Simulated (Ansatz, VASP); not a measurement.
**BN in VASP and in Ansatz**

```
B N
1.0
     0.00000    1.73672    1.73672
     1.73672    0.00000    1.73672
     1.73672    1.73672    0.00000
B N
1 1
Direct
  0.00000 0.00000 0.00000
  0.25000 0.25000 0.25000
```

Alike in both runs: task single point; functional PBE; k mesh 12 × 12 × 12; occupations gaussian, width 0.02 eV; no spin polarisation.

|  | VASP | Ansatz |
| --- | --- | --- |
| version | VASP 6.6.1 | Ansatz 0.2.0 |
| potentials or method | VASP PAW PBE potentials, release 64 (B, N), cutoff 520 eV | scalar-relativistic, plane waves, PAW |
| valence electrons in the cell | 8 | 8 |

|  | VASP | Ansatz | Ansatz less VASP |
| --- | --- | --- | --- |
| gap on the k mesh at the Fermi level (eV) | 4.58 | 4.59 | +0.015 |
| least direct gap on the mesh (eV) | 9.39 | 9.41 | +0.014 |

With one functional, cell and mesh, what is left measures potentials, basis and numerics.
